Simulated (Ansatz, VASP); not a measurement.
**ZrTi3C4: VASP beside Ansatz**

```
Zr Ti C
1.0
     4.44834    0.00034    0.00035
     0.00033    4.44836    0.00096
    -2.22400   -2.22342    4.42879
Zr Ti C
1 3 4
Direct
  0.50000 0.50000 0.00000
  0.00000 0.00000 0.00000
  0.24999 0.75003 0.50000
  0.75001 0.24998 0.50000
  0.24394 0.24394 0.48789
  0.50000 0.00000 0.00000
  0.75605 0.75605 0.51211
  0.00000 0.50000 0.00000
```

Change from the starting cell: cell x1, atoms moved at random (sigma 0.05 Å) and cell strained at random (1.5 %), then relaxed without symmetry.

Alike in both runs: functional PBE; k mesh 6 × 6 × 6; occupations gaussian, width 0.2 eV; no spin polarisation.

Ansatz relaxed the structure, and its values are those at the end. VASP's run is a single point on that final structure, the one shown.

|  | VASP | Ansatz |
| --- | --- | --- |
| version | VASP 6.6.1 | Ansatz 0.2.0 |
| potentials or method | VASP PAW PBE potentials, release 64 (Zr_sv, Ti_sv, C), cutoff 520 eV | scalar-relativistic, plane waves, PAW |
| valence electrons in the cell | 64 | 64 |

Ansatz gave:

- gap on the k mesh at the Fermi level (eV): none
- pressure (GPa): 0.0

Question: Which values does VASP return?

Answer: gap on the k mesh at the Fermi level (eV): none; pressure (GPa): 0.3.

A gap of «none» marks a metal or a gap that the smearing closes.
